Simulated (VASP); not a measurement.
TiSi, 2 atoms in the cell. The typed cell holds 2 atoms: a = 3.813 Å, b = 2.759 Å, c = 2.759 Å, α = 82.37°, β = 90.00°, γ = 90.00°. 

```yaml
Program: VASP 6.6.1
Task: single point
Functional: r2SCAN
Potentials_or_basis: VASP PAW PBE potentials, release 64 (Ti_sv, Si)
Cutoff: 520 eV
k_mesh: 16 × 22 × 22
Occupations: gaussian, width 0.15 eV
Spin: no spin polarisation
Dipole_correction: no
Further_INCAR_settings: ALGO = Normal; EDIFF = 1e-06; NBANDS = 15
```

Potentials or basis: VASP PAW PBE potentials, release 64 (Ti_sv, Si).

The run is started by

```console
$ cat potpaw_PBE.64/Ti_sv/POTCAR potpaw_PBE.64/Si/POTCAR > POTCAR
$ cp INCAR.step1 INCAR
$ mpirun -np 1 vasp_std > vasp.out
$ cp INCAR.step2 INCAR
$ mpirun -np 1 vasp_std > vasp.out
```

Hardware: 1 thread of Intel(R) Xeon(R) 6975P-C (Granite Rapids) (shared host).

Q: How long does it take, and how much memory?

A: Wall time 10 min on 1 thread of Intel(R) Xeon(R) 6975P-C (Granite Rapids) (shared host), peak memory 0.59 GiB. Counts: k points 1197.
